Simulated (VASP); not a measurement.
# P (P4/mmm) in VASP: a series of runs

The runs below take P through single point, with PBEsol.

All numbers are computed with VASP 6.6.1; they aren't measurements. Logs are shortened: lines on timing, memory, paths and dates and some standing lists are left out, and cuts for length are marked.

**1. The cell of the first run**

It takes space group P4/mmm (No. 123, tetragonal). Conventional cell: a = 4.487 Å, b = 4.487 Å, c = 4.378 Å, α = 90.00°, β = 90.00°, γ = 90.00°. P (site symmetry 4/mmm) has 6 P at 4.38 to 4.49 Å within 5.7 Å.

**2. Single point, PBEsol (strain +0.050 along x and y, +0.000 along z)**

Input file INCAR:

```
SYSTEM = P
PREC = Accurate
ENCUT = 520
EDIFF = 1E-6
ISMEAR = 0
SIGMA = 0.15
LREAL = .FALSE.
LASPH = .TRUE.
NELM = 80
ALGO = Normal
ISIF = 2
LWAVE = .FALSE.
LCHARG = .FALSE.
GGA = PS
NBANDS = 8
```

Input file KPOINTS:

```
regular mesh
0
G
  12 12 12
  0 0 0
```

Input file POSCAR:

```
P
1.0
    4.4865501003      0.0000000000      0.0000000000
    0.0000000000      4.4865501003      0.0000000000
    0.0000000000      0.0000000000      4.3780000000
P
1
Direct
    0.0000000000      0.0000000000      0.0000000000
```

Potentials or basis: VASP PAW PBE potentials, release 64 (P).

On the command line:

```console
> cat potpaw_PBE.64/P/POTCAR > POTCAR
> mpirun -np 1 vasp_std > vasp.out
```

OUTCAR:

```text
SYSTEM = P
   PREC = Accurate
   ENCUT = 520
   EDIFF = 1E-6
   ISMEAR = 0
   LREAL = .FALSE.
   LASPH = .TRUE.
   NELM = 80
   ISIF = 2
   GGA = PS

 ion  position               nearest neighbor table
   1  0.000  0.000  0.000-

  LATTYP: Found a simple tetragonal cell.
 ALAT       =     4.4865501003
 C/A-ratio  =     0.9758054412

  Lattice vectors:

 A1 = (   4.4865501003,   0.0000000000,   0.0000000000)
 A2 = (   0.0000000000,   4.4865501003,   0.0000000000)
 A3 = (   0.0000000000,   0.0000000000,   4.3780000000)

Analysis of symmetry for initial positions (statically):
=====================================================================
 Subroutine PRICEL returns:
 Original cell was already a primitive cell.

 Routine SETGRP: Setting up the symmetry group for a
 simple tetragonal supercell.

 Subroutine GETGRP returns: Found 16 space group operations
 (whereof 16 operations were pure point group operations)
 out of a pool of 16 trial point group operations.

The static configuration has the point symmetry D_4h.

Analysis of symmetry for dynamics (positions and initial velocities):
=====================================================================
 Subroutine PRICEL returns:
 Original cell was already a primitive cell.

 Routine SETGRP: Setting up the symmetry group for a
 simple tetragonal supercell.

 Subroutine GETGRP returns: Found 16 space group operations
 (whereof 16 operations were pure point group operations)
 out of a pool of 16 trial point group operations.

The dynamic configuration has the point symmetry D_4h.

 Subroutine INISYM returns: Found 16 space group operations
 (whereof 16 operations are pure point group operations),
 and found     1 'primitive' translations

----------------------------------------------------------------------------------------

                                     Primitive cell

  volume of cell :      88.1253

  direct lattice vectors                    reciprocal lattice vectors
     4.486550100  0.000000000  0.000000000     0.222888406  0.000000000  0.000000000
     0.000000000  4.486550100  0.000000000     0.000000000  0.222888406  0.000000000
     0.000000000  0.000000000  4.378000000     0.000000000  0.000000000  0.228414801

[... 74 lines left out ...]
   ICHARG =      2    charge: 1-file 2-atom 10-const
   ISPIN  =      1    spin polarized calculation?
   LNONCOLLINEAR =      F non collinear calculations
   LSORBIT =      F    spin-orbit coupling
   LASPH  =      T    aspherical Exc in radial PAW
   ENCUT  =  520.0 eV  38.22 Ry    6.18 a.u.   8.34  8.34  8.14*2*pi/ulx,y,z
   NELM   =     80;   NELMIN=  2; NELMDL= -5     # of ELM steps
   EDIFF  = 0.1E-05   stopping-criterion for ELM
   LREAL  =      F    real-space projection
   EDIFFG = 0.1E-04   stopping-criterion for IOM
   NSW    =      0    number of steps for IOM
   IBRION =     -1    ionic relax: 0-MD 1-quasi-New 2-CG
   NFREE  =      0    steps in history (QN), initial steepest desc. (CG)
   ISIF   =      2    stress and relaxation
   ISYM   =      2    0-nonsym 1-usesym 2-fastsym
   POTIM  = 0.5000    time-step for ionic-motion
   TEBEG  =    0.0;   TEEND  =   0.0 temperature during run
   PSTRESS=    0.0 pullay stress
   NELECT =       5.0000    total number of electrons
   NUPDOWN=      -1.0000    fix difference up-down
   EMIN   =  10.00;   EMAX   =-10.00  energy-range for DOS
   EFERMI =   0.00;   METHOD = LEGACY
   ISMEAR =     0;   SIGMA  =   0.15  broadening in eV -4-tet -1-fermi 0-gaus
   EFERMI_NEDOS =   21; number of points for ismear=-14 and -15
   IALGO  =     38    algorithm
   IMIX   =      4    mixing-type and parameters
     AMIX     =   0.40;   BMIX     =  1.00
     AMIX_MAG =   1.60;   BMIX_MAG =  1.00
  volume/ion in A,a.u.               =      88.13       594.70
  Fermi-wavevector in a.u.,A,eV,Ry     =   0.629068  1.188767  5.384194  0.395727
  Thomas-Fermi vector in A             =   1.691231
   LORBIT       =      0    0 simple, 1 ext, 2 COOP (PROOUT), +10 PAW based schemes
   GGA     = PS    functional components
   LHFCALC =     F    Hartree Fock is set to
   AEXX    =    0.0000 exact exchange contribution
   IVDW    =     0    specifies the selected vdW correction
   LEPSILON=     F    determine dielectric tensor
   LRPA    =     F    only Hartree local field effects (RPA)
 non-spin polarized calculation
 Gauss-broadening in eV      SIGMA  =   0.15
  energy-cutoff  :      520.00
  volume of cell :       88.13
 maximum number of plane-waves:      2405
 NGX is ok and might be reduce to    36
   NGX = 17   NGY = 17   NGZ = 17

 number of electron       5.0000000 magnetization

 Free energy of the ion-electron system (eV)
  ---------------------------------------------------
  ext. energy  EPLUGINS =         0.00000000
  ---------------------------------------------------
  free energy    TOTEN  =        -1.01295589 eV

  energy without entropy =       -0.96730408  energy(sigma->0) =       -0.99012998

 E-fermi :  -3.3108     XC(G=0):  -4.7512

 val. band max:       -3.3122394390   @ k =   0.5000   0.2500   0.0833
 cond. band min:      -3.3103846346   @ k =   0.5000   0.0000   0.2500
 fundamental gap:      0.0018548044
 Fermi energy:        -3.3108057490

 k-point     1 :       0.0000    0.0000    0.0000
  band No.  band energies     occupation
      1     -11.9832      2.00000
      2      -2.9106      0.00016
      3      -2.9106      0.00016
      4      -2.8138      0.00000
      5       1.2355      0.00000
      6       4.0861      0.00000
      7       4.1677      0.00000
      8       8.3171      0.00000
[... 243 lines left out ...]
 k-point    24 :       0.4167    0.3333    0.0000
  band No.  band energies     occupation
      1     -11.7986      2.00000
      2      -3.7600      1.99998
      3      -3.5606      1.98147
      4      -2.6475      0.00000
      5       2.9341      0.00000
      6       4.1268      0.00000
      7       5.7134      0.00000
      8       5.9208      0.00000

 [... further k-points ...]
[... 5 lines left out ...]
  --------------------------------------------------------------------------------------
  -------------------------------------------------------------------------------------
  Total       -1.6195388     -1.6195388     -1.8229870      0.0000000      0.0000000      0.0000000
  in kB      -29.4442940    -29.4442940    -33.1431176      0.0000000      0.0000000      0.0000000
  external PRESSURE =     -30.6772352 kB  Pullay stress =       0.0000000 kB

 VOLUME and BASIS-vectors are now :
 -----------------------------------------------------------------------------
  energy-cutoff  :      520.00
  volume of cell :       88.13
      direct lattice vectors                 reciprocal lattice vectors
     4.486550100  0.000000000  0.000000000     0.222888406  0.000000000  0.000000000
     0.000000000  4.486550100  0.000000000     0.000000000  0.222888406  0.000000000
     0.000000000  0.000000000  4.378000000     0.000000000  0.000000000  0.228414801

 POSITION                                       TOTAL-FORCE (eV/Angst)
 -----------------------------------------------------------------------------------
      0.00000      0.00000      0.00000         0.000000      0.000000      0.000000
 -----------------------------------------------------------------------------------
    total drift:                                0.000000      0.000000     -0.000000

  FREE ENERGIE OF THE ION-ELECTRON SYSTEM (eV)
  ---------------------------------------------------
  free  energy   TOTEN  =        -1.0129558922 eV

  energy  without entropy=       -0.9673040772  energy(sigma->0) =       -0.99012998
```

OSZICAR:

```text
N       E                     dE             d eps       ncg     rms          rms(c)
DAV:   1     0.844835556753E+01    0.84484E+01   -0.12427E+03  3136   0.352E+02
DAV:   2    -0.547067131649E+00   -0.89954E+01   -0.88639E+01  4360   0.452E+01
DAV:   3    -0.102413826394E+01   -0.47707E+00   -0.45324E+00  3832   0.108E+01
DAV:   4    -0.102892823003E+01   -0.47900E-02   -0.47845E-02  5392   0.127E+00
DAV:   5    -0.102893476508E+01   -0.65350E-05   -0.65345E-05  4392   0.369E-02    0.548E-01
DAV:   6    -0.101491590089E+01    0.14019E-01   -0.25300E-02  4088   0.592E-01    0.299E-01
DAV:   7    -0.101203141406E+01    0.28845E-02   -0.24353E-02  4096   0.607E-01    0.145E-01
DAV:   8    -0.101288248499E+01   -0.85107E-03   -0.97547E-04  4272   0.154E-01    0.260E-02
DAV:   9    -0.101290350799E+01   -0.21023E-04   -0.98799E-06  5064   0.189E-02    0.872E-03
DAV:  10    -0.101295091539E+01   -0.47407E-04   -0.52585E-05  3472   0.327E-02    0.193E-03
DAV:  11    -0.101295580745E+01   -0.48921E-05   -0.81979E-06  3696   0.124E-02    0.150E-03
DAV:  12    -0.101295589221E+01   -0.84758E-07   -0.34862E-07  4240   0.262E-03
   1 F= -.10129559E+01 E0= -.99012998E+00  d E =-.456518E-01
```

Wall time 57 s (1 thread of Intel Xeon Platinum 8488C (Sapphire Rapids), shared host); peak memory 0.26 GiB.

What came out:

| Item | Value |
| --- | --- |
| Free energy | -1.0130 eV |
| Pressure | -3.1 GPa |

Levels at points of the mesh, in eV from the Fermi level:
| k point | band 1 | band 2 | band 3 | band 4 | band 5 | band 6 |
| --- | --- | --- | --- | --- | --- | --- |
| (0.00, 0.00, 0.00) | -8.67 | 0.40 | 0.40 | 0.50 | 4.55 | 7.40 |
| (0.50, 0.00, 0.00) | -8.56 | -0.67 | 0.51 | 0.60 | 6.30 | 7.25 |
| (0.50, 0.50, 0.00) | -8.45 | -0.44 | -0.44 | 0.69 | 5.91 | 7.90 |
| (0.00, 0.00, 0.50) | -8.53 | -0.71 | 0.53 | 0.53 | 6.35 | 7.33 |
| (0.50, 0.00, 0.50) | -8.43 | -0.49 | -0.41 | 0.63 | 5.93 | 7.91 |
| (0.50, 0.50, 0.50) | -8.33 | -0.31 | -0.23 | -0.23 | 6.90 | 6.90 |

Caveat: the cell differs from its parent crystal (strain +0.050 along x and y, +0.000 along z); the PAW data sets were made with another functional, which shifts forces and pressure a little.

**3. Single point, PBEsol (strain -0.050 along x and y, -0.050 along z)**

Input file INCAR:

```
  PREC = Accurate
  ENCUT = 520
  EDIFF = 1E-7
  ISMEAR = 0
  SIGMA = 0.15
  LREAL = F
  LASPH = T
  NELM = 80
  ALGO = Normal
  ISIF = 2
  LWAVE = F
  LCHARG = T
  GGA = PS
  LELF = T
  LVHAR = T
  NBANDS = 8
```

Input file KPOINTS:

```
regular mesh
0
Gamma
  12 12 12
```

Input file POSCAR:

```
P
1.0
    4.0592596145      0.0000000000      0.0000000000
    0.0000000000      4.0592596145      0.0000000000
    0.0000000000      0.0000000000      4.1591000000
P
1
Direct
    0.0000000000      0.0000000000      0.0000000000
```

Potentials or basis: VASP PAW PBE potentials, release 64 (P).

On the command line:

```console
> cat potpaw_PBE.64/P/POTCAR > POTCAR
> mpirun -np 1 vasp_std > vasp.out
```

It took 44 s on 1 thread of Intel Xeon Platinum 8488C (Sapphire Rapids), shared host; peak memory 0.23 GiB.

Results (log left out):

| Item | Value |
| --- | --- |
| Free energy | -1.5127 eV |
| Pressure | -5.4 GPa |

Stress tensor (GPa, compression positive):
```
-5.53  0.00  0.00
 0.00 -5.53  0.00
 0.00  0.00 -5.03
```

Levels at points of the mesh, in eV from the Fermi level:
| k point | band 1 | band 2 | band 3 | band 4 | band 5 |
| --- | --- | --- | --- | --- | --- |
| (0.00, 0.00, 0.00) | -8.86 | 0.59 | 0.73 | 0.73 | 4.82 |
| (0.50, 0.00, 0.00) | -8.59 | -1.08 | 0.80 | 0.93 | 6.85 |
| (0.50, 0.50, 0.00) | -8.35 | -0.68 | -0.68 | 0.99 | 5.73 |
| (0.00, 0.00, 0.50) | -8.64 | -1.03 | 0.90 | 0.90 | 6.83 |
| (0.50, 0.00, 0.50) | -8.39 | -0.73 | -0.62 | 1.08 | 5.71 |
| (0.50, 0.50, 0.50) | -8.17 | -0.40 | -0.40 | -0.29 | 6.86 |

Caveat: the cell differs from its parent crystal (strain -0.050 along x and y, -0.050 along z); the PAW data sets were made with another functional, which shifts forces and pressure a little.

(Part 1 of 2 ends here.)
